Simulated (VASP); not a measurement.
A run of VASP 6.6.1 is set up as follows.

The input POSCAR:

```
KBr
1.0
    0.0610413531      3.6882992785      3.6882992785
    3.6882992785      0.0610413531      3.6882992785
    3.7493406316      3.7493406316      0.0000000000
K Br
1 1
Direct
    0.0037670664      0.0037670664     -0.0037670664
    0.2462329336      0.2462329336      0.2537670664
```

INCAR.step1

```
SYSTEM = KBr
PREC = Accurate ; ENCUT = 520
EDIFF = 1E-5 ; ISMEAR = 0
SIGMA = 0.01 ; LREAL = .False.
LASPH = .True. ; NELM = 100
ALGO = Normal ; ISIF = 2
LWAVE = .True. ; LCHARG = .False.
NBANDS = 15 ; GGA = PE
```

File INCAR.step2:

```
SYSTEM = KBr
PREC = Accurate ; ENCUT = 520
EDIFF = 1E-6 ; ISMEAR = 0
SIGMA = 0.01 ; LREAL = .False.
LASPH = .True. ; NELM = 100
ALGO = Normal ; ISIF = 2
LWAVE = .False. ; LCHARG = .False.
GGA = PE ; LHFCALC = .True.
HFSCREEN = 0.2079 ; PRECFOCK = Normal
NBANDS = 15 ; ISTART = 1
```

The input KPOINTS:

```
Automatic mesh
0
Gamma
  4 4 4
  0 0 0
```

Potentials or basis: VASP PAW PBE potentials, release 64 (K_sv, Br).

Command:

```bash
$ cat potpaw_PBE.64/K_sv/POTCAR potpaw_PBE.64/Br/POTCAR > POTCAR
$ cp INCAR.step1 INCAR
$ mpirun -np 1 vasp_std > vasp.out
$ cp INCAR.step2 INCAR
$ mpirun -np 1 vasp_std > vasp.out
```

Q: Estimate the band gap on the k mesh.

A: 5.37 eV (least direct gap 5.37 eV).

Q: Predict the pressure.

A: 0.2 GPa.

Stress tensor (GPa, compression positive):
```
 0.16 -0.08  0.00
-0.08  0.16  0.00
 0.00  0.00  0.15
```

Caveat: the cell differs from its parent crystal (shear xy strain +3.3%); the PAW data sets were made with another functional, which shifts forces and pressure a little.
